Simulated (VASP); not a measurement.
Crystal: WC.

```
CELL_PARAMETERS angstrom
0.00000 2.22154 2.22154
2.22154 0.00000 2.22154
2.22154 2.22154 0.00000
ATOMIC_POSITIONS crystal
W 0.00000 0.00000 0.00000
C 0.50000 0.50000 0.50000
```

Base run:

| Quantity | Value |
| --- | --- |
| Program | VASP 6.6.1 |
| Functional | PBEsol |
| Potentials or basis | VASP PAW PBE potentials, release 64 (W_sv, C) |
| Cutoff | 520 eV |
| k mesh | 10 × 10 × 10 |
| Occupations | fermi-dirac, width 0.05 eV |
| Spin | no spin polarisation |

Its results: band gap on the k mesh zero (band 9 reaches 12.63 eV, above the bottom of band 10 at 9.63 eV); pressure -21.8 GPa.

**Question.** The run is repeated on the same cell with these changes: functional from PBEsol to r2SCAN. What comes out?

**Answer.** Band gap on the k mesh zero (band 9 reaches 12.83 eV, above the bottom of band 10 at 9.70 eV); pressure -16.9 GPa.

Caveats: the PAW data sets were made with another functional, which shifts forces and pressure a little; spin-orbit coupling is left out, which moves the levels of the heavy elements.
